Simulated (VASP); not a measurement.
**K3Pd: single point with PBE**

K3Pd:

```
K Pd
1.0
     5.44501    0.00000    0.00000
     0.00000    5.44501    0.00000
     0.00000    0.00000    5.44501
K Pd
3 1
Direct
  0.50000 0.50000 0.00000
  0.00000 0.50000 0.50000
  0.50000 0.00000 0.50000
  0.00000 0.00000 0.00000
```

```
Program                : VASP 6.6.1
Task                   : single point
Functional             : PBE
Potentials or basis    : VASP PAW PBE potentials, release 64 (K_sv, Pd)
Cutoff                 : 520 eV
k mesh                 : 4 × 4 × 4
Occupations            : fermi-dirac, width 0.1 eV
Spin                   : no spin polarisation
Dipole correction      : no
Further INCAR settings : ALGO = Normal; EDIFF = 1e-06; NBANDS = 26
```

```
Pressure : -0.1 GPa
```

Levels at points of the mesh, in eV from the Fermi level:
| k point | band 16 | band 17 | band 18 | band 19 | band 20 | band 21 |
| --- | --- | --- | --- | --- | --- | --- |
| (0.00, 0.00, 0.00) | -1.14 | -1.14 | -1.14 | 0.22 | 2.75 | 2.75 |
| (0.50, 0.00, 0.00) | -1.11 | -1.11 | -1.05 | -0.92 | 1.49 | 2.40 |
| (0.50, 0.50, 0.00) | -1.11 | -0.99 | -0.74 | 0.26 | 0.26 | 0.54 |
| (0.50, 0.50, 0.50) | -1.01 | -1.01 | -0.69 | 1.43 | 1.53 | 1.53 |

Wall time 36 s on 1 thread of Intel(R) Xeon(R) Platinum 8375C CPU @ 2.90GHz (Ice Lake) (shared host), peak memory 0.24 GiB.
